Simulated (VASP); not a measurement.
Write the native input for VASP 6.6.1 that does the following.

```
Task                   : single point
Functional             : r2SCAN
Potentials or basis    : VASP PAW PBE potentials, release 64 (Cl, Na_pv)
Cutoff                 : 520 eV
k mesh                 : 8 × 8 × 8
Occupations            : fermi-dirac, width 0.05 eV
Spin                   : no spin polarisation
Dipole correction      : no
Further INCAR settings : ALGO = Normal; EDIFF = 1e-06; NBANDS = 14
```

NaCl:

```
Cl Na
1.0
     0.00000    2.84886    2.84886
     2.84886    0.00000    2.84886
     2.84886    2.84886    0.00000
Cl Na
1 1
Direct
  0.50000 0.50000 0.50000
  0.00000 0.00000 0.00000
```

The input as run:

POSCAR

```
NaCl
1.0
    0.0000000000      2.8488626834      2.8488626834
    2.8488626834      0.0000000000      2.8488626834
    2.8488626834      2.8488626834      0.0000000000
Cl Na
1 1
Direct
    0.5000000000      0.5000000000      0.5000000000
    0.0000000000      0.0000000000      0.0000000000
```

INCAR.step1

```
SYSTEM = NaCl
  PREC = Accurate
  ENCUT = 520
  ISMEAR = -1
  SIGMA = 0.05
  LREAL = .False.
  LASPH = .True.
  NELM = 60
  NBANDS = 14
  GGA = PE
  ALGO = Normal
  EDIFF = 1E-4
  LWAVE = .True.
  LCHARG = .False.
```

INCAR.step2

```
SYSTEM = NaCl
  PREC = Accurate
  ENCUT = 520
  EDIFF = 1E-6
  ISMEAR = -1
  SIGMA = 0.05
  LREAL = .False.
  LASPH = .True.
  NELM = 60
  ALGO = Normal
  ISIF = 2
  LWAVE = .False.
  LCHARG = .False.
  METAGGA = R2SCAN
  LMIXTAU = .True.
  NBANDS = 14
  ISTART = 1
```

KPOINTS

```
Automatic mesh
0
Gamma
  8 8 8
  0 0 0
```

Potentials or basis: VASP PAW PBE potentials, release 64 (Cl, Na_pv).

Command:

```console
$ cat potpaw_PBE.64/Cl/POTCAR potpaw_PBE.64/Na_pv/POTCAR > POTCAR
$ cp INCAR.step1 INCAR
$ mpirun -np 1 vasp_std > vasp.out
$ cp INCAR.step2 INCAR
$ mpirun -np 1 vasp_std > vasp.out
```

It gave:

* Pressure: -1.4 GPa
* Band gap on the k mesh: 5.80 eV

Caveat: the PAW data sets were made with another functional, which shifts forces and pressure a little.

It took 120 s on 1 thread of AMD EPYC 7R13, on a shared host, peak memory 0.14 GiB.
